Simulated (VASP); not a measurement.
# Zn (P6_3/mmc) in VASP: a series of runs

Runs on Zn. Level: PBEsol. Tasks: relaxation of cell and atoms.

All numbers are computed with VASP 6.6.1; they aren't measurements. Logs are shortened: lines on timing, memory, paths and dates and some standing lists are left out, and cuts for length are marked.

**1. The cell of the first run**

The structure is hexagonal, space group P6_3/mmc (No. 194). The conventional cell has a = 2.790 Å, b = 2.790 Å, c = 4.556 Å, α = 90.00°, β = 90.00°, γ = 120.00°. Within 3.7 Å of Zn (site symmetry -6m2) lie 12 Zn at 2.79 Å.

**2. Relaxation of cell and atoms, PBEsol, target pressure 20 GPa, at which the enthalpy is minimised**

INCAR reads:

```
SYSTEM = Zn
PREC = Accurate ; ENCUT = 600
EDIFF = 1E-7 ; ISMEAR = 0
SIGMA = 0.1 ; LREAL = .FALSE.
LASPH = .TRUE. ; NELM = 80
ALGO = Normal ; ISIF = 3
LWAVE = .FALSE. ; LCHARG = .FALSE.
GGA = PS ; IBRION = 2
NSW = 60 ; EDIFFG = -0.02
PSTRESS = 200.0
```

KPOINTS reads:

```
regular mesh
0
G
  7 7 4
  0 0 0
```

POSCAR reads:

```
Zn
1.0
    2.7900000000      0.0000000000      0.0000000000
   -1.3950000000      2.4162108766      0.0000000000
    0.0000000000      0.0000000000      4.5560700000
Zn
2
Direct
    0.3333333333      0.6666666667      0.2500000000
    0.6666666667      0.3333333333      0.7500000000
```

Potentials or basis: VASP PAW PBE potentials, release 64 (Zn).

On the command line:

```sh
cat potpaw_PBE.64/Zn/POTCAR > POTCAR
mpirun -np 1 vasp_std > vasp.out
```

OUTCAR:

```text
SYSTEM = Zn
   PREC = Accurate
   ENCUT = 600
   EDIFF = 1E-7
   ISMEAR = 0
   LREAL = .FALSE.
   LASPH = .TRUE.
   NELM = 80
   ISIF = 3
   GGA = PS
   IBRION = 2
   NSW = 60
   EDIFFG = -0.02
   PSTRESS = 200.0

 ion  position               nearest neighbor table
   1  0.333  0.667  0.250-   2 2.79   2 2.79   2 2.79   2 2.79   2 2.79   2 2.79
   2  0.667  0.333  0.750-   1 2.79   1 2.79   1 2.79   1 2.79   1 2.79   1 2.79

  LATTYP: Found a hexagonal cell.
 ALAT       =     2.7900000000
 C/A-ratio  =     1.6330000000

  Lattice vectors:

 A1 = (   2.7900000000,   0.0000000000,   0.0000000000)
 A2 = (  -1.3950000000,   2.4162108766,   0.0000000000)
 A3 = (   0.0000000000,   0.0000000000,   4.5560700000)

Analysis of symmetry for initial positions (statically):
=====================================================================
 Subroutine PRICEL returns:
 Original cell was already a primitive cell.

 Routine SETGRP: Setting up the symmetry group for a
 hexagonal supercell.

 Subroutine GETGRP returns: Found 24 space group operations
 (whereof 12 operations were pure point group operations)
 out of a pool of 24 trial point group operations.

The static configuration has the point symmetry D_3d.
 The point group associated with its full space group is D_6h.

Analysis of symmetry for dynamics (positions and initial velocities):
=====================================================================
 Subroutine PRICEL returns:
 Original cell was already a primitive cell.

 Routine SETGRP: Setting up the symmetry group for a
 hexagonal supercell.

 Subroutine GETGRP returns: Found 24 space group operations
 (whereof 12 operations were pure point group operations)
 out of a pool of 24 trial point group operations.

The dynamic configuration has the point symmetry D_3d.
 The point group associated with its full space group is D_6h.

 Subroutine INISYM returns: Found 24 space group operations
 (whereof 12 operations are pure point group operations),
 and found     1 'primitive' translations

----------------------------------------------------------------------------------------

                                     Primitive cell

  volume of cell :      30.7135

  direct lattice vectors                    reciprocal lattice vectors
     2.790000000  0.000000000  0.000000000     0.358422939  0.206935580  0.000000000
    -1.395000000  2.416210877  0.000000000     0.000000000  0.413871161  0.000000000
     0.000000000  0.000000000  4.556070000     0.000000000  0.000000000  0.219487409

  length of vectors
     2.790000000  2.790000000  4.556070000     0.413871161  0.413871161  0.219487409

  position of ions in fractional coordinates (direct lattice)
     0.333333333  0.666666667  0.250000000
     0.666666667  0.333333333  0.750000000

  ion indices of the primitive-cell ions
   primitive index   ion index
                 1           1
                 2           2

----------------------------------------------------------------------------------------

 KPOINTS: regular mesh

Automatic generation of k-mesh.
 Grid dimensions read from file:
 generate k-points for:    7    7    4

 Generating k-lattice:

  Cartesian coordinates                     Fractional coordinates (reciprocal lattice)
     0.051203277  0.029562226  0.000000000     0.142857143  0.000000000  0.000000000
     0.000000000  0.059124452  0.000000000     0.000000000  0.142857143  0.000000000
     0.000000000  0.000000000  0.054871852     0.000000000  0.000000000  0.250000000

  Length of vectors
     0.059124452  0.059124452  0.054871852

  Shift w.r.t. Gamma in fractional coordinates (k-lattice)
     0.000000000  0.000000000  0.000000000

 Subroutine IBZKPT returns following result:
 ===========================================

 Found     24 irreducible k-points:

 Following reciprocal coordinates:
            Coordinates               Weight
  0.000000  0.000000  0.000000      1.000000
  0.142857  0.000000  0.000000      6.000000
  0.285714 -0.000000  0.000000      6.000000
  0.428571 -0.000000  0.000000      6.000000
  0.142857  0.142857  0.000000      6.000000
  0.285714  0.142857  0.000000     12.000000
[... 16 lines left out ...]
  0.428571  0.142857  0.500000      6.000000
  0.285714  0.285714  0.500000      6.000000
   k-points           NKPTS =     24   k-points in BZ     NKDIM =     24   number of bands    NBANDS=     16
   number of dos      NEDOS =    301   number of ions     NIONS =      2
   total plane-waves  NPLWV =  20736
   dimension x,y,z NGX =    24 NGY =   24 NGZ =   36
   dimension x,y,z NGXF=    48 NGYF=   48 NGZF=   72
   ions per type =               2
   NGX,Y,Z   is equivalent  to a cutoff of  14.30, 14.30, 13.14 a.u.
   NGXF,Y,Z  is equivalent  to a cutoff of  28.60, 28.60, 26.27 a.u.
 SYSTEM =  Zn
   PREC   = accura    normal or accurate (medium, high low for compatibility)
   ISTART =      0    job   : 0-new  1-cont  2-samecut
   ICHARG =      2    charge: 1-file 2-atom 10-const
   ISPIN  =      1    spin polarized calculation?
   LNONCOLLINEAR =      F non collinear calculations
   LSORBIT =      F    spin-orbit coupling
   LASPH  =      T    aspherical Exc in radial PAW
   ENCUT  =  600.0 eV  44.10 Ry    6.64 a.u.   5.57  5.57  9.10*2*pi/ulx,y,z
   NELM   =     80;   NELMIN=  2; NELMDL= -5     # of ELM steps
   EDIFF  = 0.1E-06   stopping-criterion for ELM
   LREAL  =      F    real-space projection
   EDIFFG = -.2E-01   stopping-criterion for IOM
   NSW    =     60    number of steps for IOM
   IBRION =      2    ionic relax: 0-MD 1-quasi-New 2-CG
   NFREE  =      1    steps in history (QN), initial steepest desc. (CG)
   ISIF   =      3    stress and relaxation
   ISYM   =      2    0-nonsym 1-usesym 2-fastsym
   POTIM  = 0.5000    time-step for ionic-motion
   TEBEG  =    0.0;   TEEND  =   0.0 temperature during run
   PSTRESS=  200.0 pullay stress
   NELECT =      24.0000    total number of electrons
   NUPDOWN=      -1.0000    fix difference up-down
   EMIN   =  10.00;   EMAX   =-10.00  energy-range for DOS
   EFERMI =   0.00;   METHOD = LEGACY
   ISMEAR =     0;   SIGMA  =   0.10  broadening in eV -4-tet -1-fermi 0-gaus
   EFERMI_NEDOS =   21; number of points for ismear=-14 and -15
   IALGO  =     38    algorithm
   IMIX   =      4    mixing-type and parameters
     AMIX     =   0.40;   BMIX     =  1.00
     AMIX_MAG =   1.60;   BMIX_MAG =  1.00
  volume/ion in A,a.u.               =      15.36       103.63
  Fermi-wavevector in a.u.,A,eV,Ry     =   1.507887  2.849493 30.935878  2.273723
  Thomas-Fermi vector in A             =   2.618414
   LORBIT       =      0    0 simple, 1 ext, 2 COOP (PROOUT), +10 PAW based schemes
   GGA     = PS    functional components
   LHFCALC =     F    Hartree Fock is set to
   AEXX    =    0.0000 exact exchange contribution
   IVDW    =     0    specifies the selected vdW correction
   LEPSILON=     F    determine dielectric tensor
   LRPA    =     F    only Hartree local field effects (RPA)
 conjugate gradient relaxation of ions
 non-spin polarized calculation
 Gauss-broadening in eV      SIGMA  =   0.10
  energy-cutoff  :      600.00
  volume of cell :       30.71
 maximum number of plane-waves:      1044
 NGX is ok and might be reduce to    24
   NGX = 11   NGY = 11   NGZ = 19

--------------------------------------- Ionic step        1  -------------------------------------------

 number of electron      24.0000004 magnetization

 Free energy of the ion-electron system (eV)
  ---------------------------------------------------
  ext. energy  EPLUGINS =         0.00000000
  ---------------------------------------------------
  free energy    TOTEN  =        -3.12147262 eV

  energy without entropy =       -3.11480610  energy(sigma->0) =       -3.11813936

------------------------ aborting loop because EDIFF is reached ----------------------------------------

  FORCE on cell =-STRESS in cart. coord.  units (eV):
  Direction    XX          YY          ZZ          XY          YZ          ZX
  --------------------------------------------------------------------------------------
  -------------------------------------------------------------------------------------
  Total       -1.7858110     -1.7858110      0.2424876     -0.0000000      0.0000000     -0.0000000
  in kB      -93.1572463    -93.1572464     12.6494233     -0.0000000      0.0000000     -0.0000000
  external PRESSURE =    -257.8883565 kB  Pullay stress =     200.0000000 kB

 VOLUME and BASIS-vectors are now :
 -----------------------------------------------------------------------------
  energy-cutoff  :      600.00
  volume of cell :       30.71
      direct lattice vectors                 reciprocal lattice vectors
     2.790000000  0.000000000  0.000000000     0.358422939  0.206935580  0.000000000
    -1.395000000  2.416210877  0.000000000     0.000000000  0.413871161  0.000000000
     0.000000000  0.000000000  4.556070000     0.000000000  0.000000000  0.219487409
[... 8 lines left out ...]
  FREE ENERGIE OF THE ION-ELECTRON SYSTEM (eV)
  ---------------------------------------------------
  free  energy   TOTEN  =        -3.1214726245 eV

  energy  without entropy=       -3.1148061021  energy(sigma->0) =       -3.11813936

  enthalpy is  TOTEN    =         0.7124985164 eV   P V=        3.8339711409

--------------------------------------- Ionic step        2  -------------------------------------------

 number of electron      24.0000000 magnetization

 E-fermi :   6.7515     XC(G=0): -13.8230

 val. band max:        6.6536949149   @ k =   0.2857   0.2857   0.2500
 cond. band min:       7.2730194984   @ k =   0.2857   0.1429   0.0000
 fundamental gap:      0.6193245836
 Fermi energy:         6.7514873673

 k-point     1 :       0.0000    0.0000    0.0000
  band No.  band energies     occupation
      1      -7.7206      2.00000
      2      -4.5024      2.00000
      3      -3.0264      2.00000
      4      -2.7852      2.00000
      5      -2.7852      2.00000
      6      -2.6391      2.00000
[... 8 lines left out ...]
     15      27.1890      0.00000
     16      27.1890      0.00000
[... 692 lines left out ...]
  FREE ENERGIE OF THE ION-ELECTRON SYSTEM (eV)
  ---------------------------------------------------
  free  energy   TOTEN  =        -3.0180926474 eV

  energy  without entropy=       -3.0149442963  energy(sigma->0) =       -3.01651847

  enthalpy is  TOTEN    =         0.0270967937 eV   P V=        3.0451894411

--------------------------------------- Ionic step        9  -------------------------------------------

 number of electron      23.9999992 magnetization

 Free energy of the ion-electron system (eV)
  ---------------------------------------------------
  ext. energy  EPLUGINS =         0.00000000
  ---------------------------------------------------
  free energy    TOTEN  =        -2.99973814 eV

  energy without entropy =       -2.99706617  energy(sigma->0) =       -2.99840215

 E-fermi :   5.3850     XC(G=0): -12.9586

 val. band max:        5.3052612486   @ k =   0.2857   0.2857   0.2500
 cond. band min:       5.5041165452   @ k =   0.4286   0.1429   0.5000
 fundamental gap:      0.1988552966
 Fermi energy:         5.3850319472

 k-point     1 :       0.0000    0.0000    0.0000
  band No.  band energies     occupation
      1      -7.6453      2.00000
      2      -4.9214      2.00000
      3      -3.7959      2.00000
      4      -3.5860      2.00000
      5      -3.5860      2.00000
      6      -3.4801      2.00000
[... 8 lines left out ...]
     15      23.8538      0.00000
     16      23.8538      0.00000
[... 457 lines left out ...]
 POSITION                                       TOTAL-FORCE (eV/Angst)
 -----------------------------------------------------------------------------------
     -0.00000      1.45697      1.09896         0.000000     -0.000000      0.000000
      1.26177      0.72848      3.29689        -0.000000      0.000000      0.000000
 -----------------------------------------------------------------------------------
    total drift:                                0.000000     -0.000000      0.000000

  FREE ENERGIE OF THE ION-ELECTRON SYSTEM (eV)
  ---------------------------------------------------
  free  energy   TOTEN  =        -2.9997381361 eV

  energy  without entropy=       -2.9970661671  energy(sigma->0) =       -2.99840215

  enthalpy is  TOTEN    =         0.0265688010 eV   P V=        3.0263069370

 reached required accuracy - stopping structural energy minimisation
```

It took 52 s on 1 thread of Intel Xeon Platinum 8488C (Sapphire Rapids), shared host; peak memory 0.16 GiB.

Results:

```
Free energy                                            : -2.9997 eV
Relaxed volume                                         : 12.12 Å³/atom
Relaxed cell                                           : a = 2.524 Å, b = 2.524 Å, c = 4.396 Å, α = 90.00°, β = 90.00°, γ = 120.00°
Space group after relaxing (to 0.05 Å)                 : P6_3/mmc (No. 194)
Energy change on relaxing (the enthalpy is what falls) : +60.9 meV/atom
Ionic steps                                            : 9
Pressure after relaxing                                : 20.0 GPa
Band gap on the k mesh                                 : zero (band 12 reaches 5.91 eV, above the bottom of band 13 at 2.81 eV)
```

The path:
```csv
step,energy change (eV),largest force (eV/Å),pressure (GPa),volume (Å³)
1,0.0000,0.0000,-5.79,30.71
2,0.8684,0.0000,57.69,20.96
3,0.1331,0.0000,19.62,24.28
4,0.1487,0.0000,20.57,24.15
5,0.1638,0.0000,21.50,24.03
6,0.1435,0.0000,21.34,24.08
7,0.1439,0.0000,21.34,24.07
8,0.1034,0.0000,18.91,24.39
9,0.1217,0.0000,20.01,24.24
```

Final structure:
```
CELL_PARAMETERS angstrom
2.52354 0.00000 0.00000
-1.26177 2.18545 0.00000
0.00000 0.00000 4.39585
ATOMIC_POSITIONS crystal
Zn 0.33333 0.66667 0.25000
Zn 0.66667 0.33333 0.75000
```

Levels at points of the mesh, in eV from the Fermi level:
```tsv
k point	band 10	band 11	band 12	band 13	band 14	band 15
(0.00, 0.00, 0.00)	-8.09	-8.09	-5.14	-2.58	17.74	18.47
(0.00, 0.00, 0.50)	-8.25	-8.25	-8.25	6.22	6.22	20.11
```

Caveat: the k points lie up to 0.41 Å⁻¹ apart in the final cell; the cell is relaxed towards a set pressure, so the enthalpy falls and the energy may rise; the volume moved by over 15 % at a fixed basis, so the end points are rough; the PAW data sets were made with another functional, which shifts forces and pressure a little.

(Continued in part 2 of 2.)
